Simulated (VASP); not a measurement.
Set up this calculation in VASP 6.6.1, as the native input.

```
Task                   : single point
Functional             : PBEsol
Potentials or basis    : VASP PAW PBE potentials, release 64 (Au)
Cutoff                 : 520 eV
k mesh                 : 24 × 24 × 24
Occupations            : gaussian, width 0.1 eV
Spin                   : no spin polarisation
Dipole correction      : no
Further INCAR settings : ALGO = Normal; EDIFF = 1e-06; NBANDS = 12
```

The structure of Au lies in POSCAR:

```
Au
1.0
    0.0000000000      2.0414817986      2.0414817986
    2.0414817986      0.0000000000      2.0414817986
    2.0414817986      2.0414817986      0.0000000000
Au
1
Direct
    0.0000000000      0.0000000000      0.0000000000
```

The input as run:

INCAR

```
SYSTEM = Au
PREC     = Accurate       ! precision mode
ENCUT    = 520            ! plane-wave cutoff, eV
EDIFF    = 1E-6           ! SCF threshold, eV
ISMEAR   = 0              ! smearing method
SIGMA    = 0.1            ! smearing width, eV
LREAL    = .False.        ! projectors in reciprocal space
LASPH    = .True.         ! aspherical terms in the spheres
NELM     = 80             ! most SCF steps
ALGO     = Normal         ! electronic algorithm
ISIF     = 2              ! what is computed and relaxed
LWAVE    = .False.        ! write WAVECAR
LCHARG   = .False.        ! write CHGCAR
GGA      = PS             ! functional
NBANDS   = 12             ! bands
```

KPOINTS

```
regular mesh
0
Gamma
  24 24 24
  0 0 0
```

Potentials or basis: VASP PAW PBE potentials, release 64 (Au).

Run with:

```console
$ cat potpaw_PBE.64/Au/POTCAR > POTCAR
$ mpirun -np 1 vasp_std > vasp.out
```

It gave:

| Property | Result |
| --- | --- |
| Pressure | -0.3 GPa |

Caveat: the PAW data sets were made with another functional, which shifts forces and pressure a little.

Wall time 28 s on 1 thread of Intel(R) Xeon(R) Platinum 8488C (Sapphire Rapids), on a shared host, peak memory 0.21 GiB.
